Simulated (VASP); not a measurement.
## Fe5Co3: single point with PBEsol

The system is Fe5Co3.

```
CELL_PARAMETERS angstrom
-2.77620 2.77620 2.77620
2.77620 -2.77620 2.77620
2.77620 2.77620 -2.77620
ATOMIC_POSITIONS crystal
Fe 0.00000 0.00000 0.00000
Fe 0.00000 0.00000 0.50000
Fe 0.00000 0.50000 0.00000
Fe 0.50000 0.00000 0.00000
Fe 0.50000 0.50000 0.50000
Co 0.00000 0.50000 0.50000
Co 0.50000 0.50000 0.00000
Co 0.50000 0.00000 0.50000
```

```yaml
Program: VASP 6.6.1
Task: single point
Functional: PBEsol
Potentials_or_basis: VASP PAW PBE potentials, release 64 (Fe, Co)
Cutoff: 520 eV
k_mesh: 10 × 10 × 10
Occupations: gaussian, width 0.1 eV
Spin: collinear spin, ferromagnetic start
Starting_moments: "[2.64, 2.95, 2.95, 2.95, 2.95, 1.99, 1.99, 1.99] μB"
Dipole_correction: no
Further_INCAR_settings: ALGO = Normal; EDIFF = 1e-07; NBANDS = 48
```

The pressure is 6.8 GPa. The net moment is 18.10 μB per cell, the site moments are Fe +2.34, +2.62 (each value once); Co +1.73 μB and the valence electrons inside the program's atomic spheres are Fe 7.42, 7.34 (each value once); Co 8.38.

Levels at points of the mesh, in eV from the Fermi level:
Spin up:
```tsv
k point	band 40	band 41	band 42	band 43	band 44	band 45
(0.00, 0.00, 0.00)	-0.12	-0.12	0.02	0.02	0.02	0.02
(0.50, 0.00, 0.00)	-1.04	-0.46	-0.21	1.71	1.82	1.93
(0.50, 0.50, 0.50)	-1.34	-0.53	-0.31	-0.31	-0.18	-0.18
```
Spin down:
```csv
k point,band 22,band 23,band 24,band 25,band 26,band 27
"(0.00, 0.00, 0.00)",0.28,0.28,0.28,0.57,0.57,0.58
"(0.50, 0.00, 0.00)",-1.10,-0.94,-0.52,0.13,0.32,0.49
"(0.50, 0.50, 0.50)",-0.80,-0.80,-0.80,-0.25,-0.25,-0.25
```

Run time: 11 min on 1 thread of Intel Xeon 8259CL, on a shared host, peak memory 0.43 GiB.

Caveat: the cell stands under pressure; the PAW data sets were made with another functional, which shifts forces and pressure a little.
